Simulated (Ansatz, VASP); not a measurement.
Sn in VASP and in Ansatz

```
Sn
1.0
     0.00000    3.23334    3.23334
     3.23334    0.00000    3.23334
     3.23334    3.23334    0.00000
Sn
2
Direct
  0.75000 0.75000 0.75000
  0.50000 0.50000 0.50000
```

Alike in both runs: functional LDA; k mesh 7 × 7 × 7; occupations methfessel-paxton of order 1, width 0.1 eV; no spin polarisation.

|  | VASP | Ansatz |
| --- | --- | --- |
| version | VASP 6.6.1 | Ansatz 0.2.0 |
| potentials or method | VASP PAW LDA potentials, release 64 (Sn_d) | Ansatz PAW |
| plane-wave cutoff (eV) | 520 | 420 |
| valence electrons in the cell | 28 | 28 |
| task | single point | electron localisation function |

|  | VASP | Ansatz | Ansatz less VASP |
| --- | --- | --- | --- |
| gap on the k mesh at the Fermi level (eV) | none | none | - |
| pressure (GPa) | 0.1 | 0.1 | -0.01 |

LDA's correlation is that of Perdew and Zunger in VASP and of Perdew and Wang (1992) in Ansatz. A gap of «none» marks a metal or a gap that the smearing closes.
